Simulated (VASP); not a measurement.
Input of a VASP 6.6.1 run:

File INCAR:

```
PREC = Accurate ; ENCUT = 520
EDIFF = 1E-7 ; ISMEAR = -1
SIGMA = 0.08 ; LREAL = F
LASPH = T ; NELM = 60
ALGO = Normal ; ISIF = 2
LWAVE = F ; LCHARG = F
GGA = PE ; NBANDS = 13
```

KPOINTS

```
regular mesh
0
Gamma
  18 18 16
```

File POSCAR:

```
Mo
1.0
    2.5164775534      0.0000000000      0.0000000000
   -1.2582387767      2.1793334893      0.0000000000
    0.0000000000      0.0000000000      2.2972287724
Mo
1
Direct
    0.0000000000      0.0000000000      0.0000000000
```

Potentials or basis: VASP PAW PBE potentials, release 64 (Mo_sv).

Command:

```bash
$ cat potpaw_PBE.64/Mo_sv/POTCAR > POTCAR
$ mpirun -np 1 vasp_std > vasp.out
```

Predict the pressure.

109.3 GPa.

Predict the band gap on the k mesh.

zero (band 7 reaches 17.86 eV, above the bottom of band 8 at 14.61 eV).

Stress tensor (GPa, compression positive):
```
108.75   0.00   0.00
  0.00 108.75   0.00
  0.00   0.00 110.35
```
